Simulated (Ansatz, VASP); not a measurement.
## One calculation of TiC, two programs

```
Ti C
1.0
     0.00000    2.16572    2.16572
     2.16572    0.00000    2.16572
     2.16572    2.16572    0.00000
Ti C
1 1
Direct
  0.00000 0.00000 0.00000
  0.50000 0.50000 0.50000
```

Alike in both runs: task single point; functional r2SCAN0; k mesh 6 × 6 × 6; occupations fermi-dirac, width 0.05 eV; no spin polarisation.

|  | VASP | Ansatz |
| --- | --- | --- |
| version | VASP 6.6.1 | Ansatz 0.2.0 |
| potentials or method | VASP PAW PBE potentials, release 64 (Ti_sv, C) | Ansatz PAW |
| plane-wave cutoff (eV) | 520 | 500 |
| valence electrons in the cell | 16 | 16 |

```tsv
	VASP	Ansatz	Ansatz less VASP
gap on the k mesh at the Fermi level (eV)	none	none	-
pressure (GPa)	-4.9	-4.9	+0.02
```

VASP's potentials were made for PBE, not for r2SCAN0. A gap of «none» marks a metal or a gap that the smearing closes.

The k mesh is coarse, so the values compare programs but aren't converged.
